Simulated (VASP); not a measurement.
**CsCl: single point with r2SCAN**

The system is CsCl.

```
Cs Cl
1.0
     4.13683    0.00000    0.00000
     0.00000    4.13683    0.00000
     0.00000    0.00000    4.13683
Cs Cl
1 1
Direct
  0.00000 0.00000 0.00000
  0.50000 0.50000 0.50000
```

* Program: VASP 6.6.1
* Task: single point
* Functional: r2SCAN
* Potentials or basis: VASP PAW PBE potentials, release 64 (Cs_sv, Cl)
* Cutoff: 550 eV
* k mesh: 4 × 4 × 4
* Occupations: methfessel-paxton, width 0.05 eV
* Spin: no spin polarisation
* Dipole correction: no
* Further INCAR settings: ALGO = Normal; EDIFF = 1e-06; NBANDS = 15

The pressure is 0.1 GPa and the band gap on the k mesh is 5.91 eV.

Levels at points of the mesh, in eV from the valence-band top:
```
           k point  band 4  band 5  band 6  band 7  band 8  band 9  band 10  band 11  band 12  band 13
(0.00, 0.00, 0.00)   -6.02   -6.02    0.00    0.00    0.00    5.91     5.91     6.01    10.71    10.71
(0.50, 0.00, 0.00)   -5.88   -5.88   -1.13   -0.23   -0.23    6.94     8.26     9.59     9.89    10.17
(0.50, 0.50, 0.00)   -6.78   -5.79   -0.43   -0.43   -0.06    6.55     6.64     8.62     8.62    12.77
(0.50, 0.50, 0.50)   -6.54   -6.54   -1.08   -1.08   -1.08    9.14     9.14     9.14    11.26    11.26
```

Run time: 28 s on 1 thread of AMD EPYC 7R13 Processor (Zen 3), with other jobs on the host, peak memory 0.16 GiB.

Caveat: the PAW data sets were made with another functional, which shifts forces and pressure a little; spin-orbit coupling is left out, which moves the levels of the heavy elements. A k mesh can miss the band edges.
